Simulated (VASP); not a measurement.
CuWO2:

```
W Cu O
1.0
     3.65630    0.00000    0.00000
     0.00000    7.31261    0.00000
     0.00000    0.00000    3.01267
W Cu O
2 2 4
Direct
  0.50000 0.25000 0.50000
  0.50000 0.75000 0.50000
  0.00000 0.00000 0.00000
  0.00000 0.50000 0.00000
  0.00000 0.25000 0.00000
  0.00000 0.75000 0.00000
  0.50000 0.00000 0.00000
  0.50000 0.50000 0.00000
```

Base run:

| Item | Value |
| --- | --- |
| Program | VASP 6.6.1 |
| Functional | PBE |
| Potentials or basis | VASP PAW PBE potentials, release 64 (W_sv, Cu, O) |
| Cutoff | 520 eV |
| k mesh | 5 × 3 × 6 |
| Occupations | tetrahedron, width 0.1 eV |
| Spin | collinear spin, antiferromagnetic start |
| Starting moments | [-1.0, -1.0, 1.0, 1.0, 0.0, 0.0, 0.0, 0.0] μB |
| Hubbard terms | Cu d U = 6.66 eV |

Its results: net moment -3.28 μB per cell; site moments W -1.35; Cu -0.04; O -0.01 μB.

**Question.** The run is repeated on the same cell with these changes: moments at the start from [-1.0, -1.0, 1.0, 1.0, 0.0, 0.0, 0.0, 0. to [1.0, -1.0, 1.0, -1.0, 0.0, 0.0, 0.0, 0.. What comes out?

**Answer.** Net moment 0.00 μB per cell; site moments W +0.99, -0.99; Cu +0.00, -0.00; O +0.02, -0.02, +0.00, -0.00 μB.
